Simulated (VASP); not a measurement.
# Si (Fd-3m) in VASP: further runs, part 2 of 3

VASP 6.6.1. Earlier steps stand in the parts before.

**5. Single point, PBEsol (volume scaled by 1.02)**

INCAR reads:

```
SYSTEM = Si
PREC = Accurate ; ENCUT = 520
EDIFF = 1E-7 ; ISMEAR = -1
SIGMA = 0.05 ; LREAL = .False.
LASPH = .True. ; NELM = 80
ALGO = Normal ; ISIF = 2
LWAVE = .False. ; LCHARG = .False.
GGA = PS ; NBANDS = 11
```

KPOINTS reads:

```
regular mesh
0
Gamma
  8 8 8
  0 0 0
```

POSCAR reads:

```
Si
1.0
    0.0000000000      2.7398772164      2.7398772164
    2.7398772164      0.0000000000      2.7398772164
    2.7398772164      2.7398772164      0.0000000000
Si
2
Direct
    0.5000000000      0.5000000000      0.5000000000
    0.7500000000      0.7500000000      0.7500000000
```

Potentials or basis: VASP PAW PBE potentials, release 64 (Si).

Run with:

```sh
$ cat potpaw_PBE.64/Si/POTCAR > POTCAR
$ mpirun -np 1 vasp_std > vasp.out
```

OUTCAR:

```text
SYSTEM = Si
   PREC = Accurate
   ENCUT = 520
   EDIFF = 1E-7
   ISMEAR = -1
   LREAL = .False.
   LASPH = .True.
   NELM = 80
   ISIF = 2
   GGA = PS

 ion  position               nearest neighbor table
   1  0.500  0.500  0.500-   2 2.37   2 2.37   2 2.37   2 2.37
   2  0.750  0.750  0.750-   1 2.37   1 2.37   1 2.37   1 2.37

  LATTYP: Found a face centered cubic cell.
 ALAT       =     5.4797544328

  Lattice vectors:

 A1 = (   0.0000000000,   2.7398772164,   2.7398772164)
 A2 = (   2.7398772164,   0.0000000000,   2.7398772164)
 A3 = (   2.7398772164,   2.7398772164,   0.0000000000)

Analysis of symmetry for initial positions (statically):
=====================================================================
 Subroutine PRICEL returns:
 Original cell was already a primitive cell.

 Routine SETGRP: Setting up the symmetry group for a
 face centered cubic supercell.

 Subroutine GETGRP returns: Found 48 space group operations
 (whereof 24 operations were pure point group operations)
 out of a pool of 48 trial point group operations.

The static configuration has the point symmetry T_d .
 The point group associated with its full space group is O_h .

Analysis of symmetry for dynamics (positions and initial velocities):
=====================================================================
 Subroutine PRICEL returns:
 Original cell was already a primitive cell.

 Routine SETGRP: Setting up the symmetry group for a
 face centered cubic supercell.

 Subroutine GETGRP returns: Found 48 space group operations
 (whereof 24 operations were pure point group operations)
 out of a pool of 48 trial point group operations.

The dynamic configuration has the point symmetry T_d .
 The point group associated with its full space group is O_h .

 Subroutine INISYM returns: Found 48 space group operations
 (whereof 24 operations are pure point group operations),
 and found     1 'primitive' translations

----------------------------------------------------------------------------------------

                                     Primitive cell

  volume of cell :      41.1361

  direct lattice vectors                    reciprocal lattice vectors
     0.000000000  2.739877216  2.739877216    -0.182489929  0.182489929  0.182489929
     2.739877216  0.000000000  2.739877216     0.182489929 -0.182489929  0.182489929
     2.739877216  2.739877216  0.000000000     0.182489929  0.182489929 -0.182489929

  length of vectors
     3.874771519  3.874771519  3.874771519     0.316081830  0.316081830  0.316081830

  position of ions in fractional coordinates (direct lattice)
     0.500000000  0.500000000  0.500000000
     0.750000000  0.750000000  0.750000000

  ion indices of the primitive-cell ions
   primitive index   ion index
                 1           1
                 2           2

----------------------------------------------------------------------------------------

 KPOINTS: regular mesh

Automatic generation of k-mesh.
 Grid dimensions read from file:
 generate k-points for:    8    8    8

 Generating k-lattice:

  Cartesian coordinates                     Fractional coordinates (reciprocal lattice)
    -0.022811241  0.022811241  0.022811241     0.125000000  0.000000000  0.000000000
     0.022811241 -0.022811241  0.022811241     0.000000000  0.125000000  0.000000000
     0.022811241  0.022811241 -0.022811241     0.000000000  0.000000000  0.125000000

  Length of vectors
     0.039510229  0.039510229  0.039510229

  Shift w.r.t. Gamma in fractional coordinates (k-lattice)
     0.000000000  0.000000000  0.000000000

 Subroutine IBZKPT returns following result:
 ===========================================

 Found     29 irreducible k-points:

 Following reciprocal coordinates:
            Coordinates               Weight
  0.000000  0.000000  0.000000      1.000000
  0.125000  0.000000  0.000000      8.000000
  0.250000  0.000000  0.000000      8.000000
  0.375000  0.000000  0.000000      8.000000
  0.500000  0.000000  0.000000      4.000000
  0.125000  0.125000  0.000000      6.000000
[... 16 lines left out ...]
  0.500000  0.250000  0.125000     48.000000
 -0.375000  0.250000  0.125000     24.000000
 [... further k-points ...]
   k-points           NKPTS =     29   k-points in BZ     NKDIM =     29   number of bands    NBANDS=     11
   number of dos      NEDOS =    301   number of ions     NIONS =      2
   total plane-waves  NPLWV =  27000
   dimension x,y,z NGX =    30 NGY =   30 NGZ =   30
   dimension x,y,z NGXF=    60 NGYF=   60 NGZF=   60
   ions per type =               2
   NGX,Y,Z   is equivalent  to a cutoff of  12.87, 12.87, 12.87 a.u.
   NGXF,Y,Z  is equivalent  to a cutoff of  25.74, 25.74, 25.74 a.u.
 SYSTEM =  Si
   PREC   = accura    normal or accurate (medium, high low for compatibility)
   ISTART =      0    job   : 0-new  1-cont  2-samecut
   ICHARG =      2    charge: 1-file 2-atom 10-const
   ISPIN  =      1    spin polarized calculation?
   LNONCOLLINEAR =      F non collinear calculations
   LSORBIT =      F    spin-orbit coupling
   LASPH  =      T    aspherical Exc in radial PAW
   ENCUT  =  520.0 eV  38.22 Ry    6.18 a.u.   7.20  7.20  7.20*2*pi/ulx,y,z
   NELM   =     80;   NELMIN=  2; NELMDL= -5     # of ELM steps
   EDIFF  = 0.1E-06   stopping-criterion for ELM
   LREAL  =      F    real-space projection
   EDIFFG = 0.1E-05   stopping-criterion for IOM
   NSW    =      0    number of steps for IOM
   IBRION =     -1    ionic relax: 0-MD 1-quasi-New 2-CG
   NFREE  =      0    steps in history (QN), initial steepest desc. (CG)
   ISIF   =      2    stress and relaxation
   ISYM   =      2    0-nonsym 1-usesym 2-fastsym
   POTIM  = 0.5000    time-step for ionic-motion
   TEBEG  =    0.0;   TEEND  =   0.0 temperature during run
   PSTRESS=    0.0 pullay stress
   NELECT =       8.0000    total number of electrons
   NUPDOWN=      -1.0000    fix difference up-down
   EMIN   =  10.00;   EMAX   =-10.00  energy-range for DOS
   EFERMI =   0.00;   METHOD = LEGACY
   ISMEAR =    -1;   SIGMA  =   0.05  broadening in eV -4-tet -1-fermi 0-gaus
   EFERMI_NEDOS =   21; number of points for ismear=-14 and -15
   IALGO  =     38    algorithm
   IMIX   =      4    mixing-type and parameters
     AMIX     =   0.40;   BMIX     =  1.00
     AMIX_MAG =   1.60;   BMIX_MAG =  1.00
  volume/ion in A,a.u.               =      20.57       138.80
  Fermi-wavevector in a.u.,A,eV,Ry     =   0.948485  1.792376 12.240121  0.899623
  Thomas-Fermi vector in A             =   2.076678
   LORBIT       =      0    0 simple, 1 ext, 2 COOP (PROOUT), +10 PAW based schemes
   GGA     = PS    functional components
   LHFCALC =     F    Hartree Fock is set to
   AEXX    =    0.0000 exact exchange contribution
   IVDW    =     0    specifies the selected vdW correction
   LEPSILON=     F    determine dielectric tensor
   LRPA    =     F    only Hartree local field effects (RPA)
 non-spin polarized calculation
  energy-cutoff  :      520.00
  volume of cell :       41.14
 maximum number of plane-waves:      1124
 NGX is ok and might be reduce to    30
   NGX = 15   NGY = 15   NGZ = 15

 number of electron       8.0000001 magnetization

 Free energy of the ion-electron system (eV)
  ---------------------------------------------------
  ext. energy  EPLUGINS =         0.00000000
  ---------------------------------------------------
  free energy    TOTEN  =       -11.48244921 eV

  energy without entropy =      -11.48239739  energy(sigma->0) =      -11.48242330

 E-fermi :   5.7740     XC(G=0):  -9.4497

 val. band max:        5.5217610737   @ k =   0.0000   0.0000   0.0000
 cond. band min:       6.0672831687   @ k =   0.3750   0.3750   0.0000
 fundamental gap:      0.5455220950
 Fermi energy:         5.7739888531

 k-point     1 :       0.0000    0.0000    0.0000
  band No.  band energies     occupation
      1      -6.2849      2.00000
      2       5.5218      1.98719
      3       5.5218      1.98719
      4       5.5218      1.98719
      5       8.0272      0.00000
      6       8.0272      0.00000
      7       8.0272      0.00000
      8       8.5410      0.00000
      9      13.1231      0.00000
     10      13.1941      0.00000
     11      13.1941      0.00000
[... 309 lines left out ...]
 k-point    24 :      -0.3750    0.2500    0.1250
  band No.  band energies     occupation
      1      -3.4743      2.00000
      2      -1.1973      2.00000
      3       2.1075      2.00000
      4       3.3962      2.00000
      5       8.4641      0.00000
      6       8.5753      0.00000
      7      11.2992      0.00000
      8      12.4909      0.00000
      9      12.7306      0.00000
     10      15.9137      0.00000
     11      16.9560      0.00000

 [... further k-points ...]
[... 5 lines left out ...]
  --------------------------------------------------------------------------------------
  -------------------------------------------------------------------------------------
  Total       -0.5527081     -0.5527081     -0.5527081      0.0000000      0.0000000     -0.0000000
  in kB      -21.5269820    -21.5269820    -21.5269820      0.0000000      0.0000000     -0.0000000
  external PRESSURE =     -21.5269820 kB  Pullay stress =       0.0000000 kB

 VOLUME and BASIS-vectors are now :
 -----------------------------------------------------------------------------
  energy-cutoff  :      520.00
  volume of cell :       41.14
      direct lattice vectors                 reciprocal lattice vectors
     0.000000000  2.739877216  2.739877216    -0.182489929  0.182489929  0.182489929
     2.739877216  0.000000000  2.739877216     0.182489929 -0.182489929  0.182489929
     2.739877216  2.739877216  0.000000000     0.182489929  0.182489929 -0.182489929

 POSITION                                       TOTAL-FORCE (eV/Angst)
 -----------------------------------------------------------------------------------
      2.73988      2.73988      2.73988        -0.000000     -0.000000     -0.000000
      4.10982      4.10982      4.10982         0.000000      0.000000      0.000000
 -----------------------------------------------------------------------------------
    total drift:                                0.000000     -0.000000     -0.000000

  FREE ENERGIE OF THE ION-ELECTRON SYSTEM (eV)
  ---------------------------------------------------
  free  energy   TOTEN  =       -11.4824492131 eV

  energy  without entropy=      -11.4823973877  energy(sigma->0) =      -11.48242330
```

stdout:

```text
POSCAR found type information on POSCAR Si
 POSCAR found :  1 types and       2 ions
 scaLAPACK will be used
 -----------------------------------------------------------------------------
|                                                                             |
|                                                                             |
|     You enforced a specific xc type in the INCAR file but a different       |
|     I HOPE YOU KNOW WHAT YOU ARE DOING!                                     |
|                                                                             |
 -----------------------------------------------------------------------------

 LDA part: xc-table for (Slater+PW92), standard interpolation
 POSCAR, INCAR and KPOINTS ok, starting setup
 FFT: planning ... GRIDC
 FFT: planning ... GRID_SOFT
 FFT: planning ... GRID
 WAVECAR not read
 entering main loop
```

Wall time 9.9 s (1 thread of Intel Xeon Platinum 8488C (Sapphire Rapids), shared host); peak memory 0.15 GiB.

What came out:

- Free energy: -11.4824 eV
- Pressure: -2.2 GPa
- Band gap on the k mesh: 0.55 eV, indirect (least direct gap 2.51 eV)

Levels at points of the mesh, in eV from the valence-band top:
```
           k point  band 1  band 2  band 3  band 4  band 5  band 6  band 7  band 8
(0.00, 0.00, 0.00)  -11.81    0.00    0.00    0.00    2.51    2.51    2.51    3.02
(0.50, 0.00, 0.00)   -9.52   -6.89   -1.18   -1.18    1.37    3.28    3.28    7.48
(0.50, 0.50, 0.00)   -7.74   -7.74   -2.80   -2.80    0.64    0.64    9.83    9.83
```

Caveat: the PAW data sets were made with another functional, which shifts forces and pressure a little. A k mesh can miss the band edges.

(Part 2 of 3 ends here.)
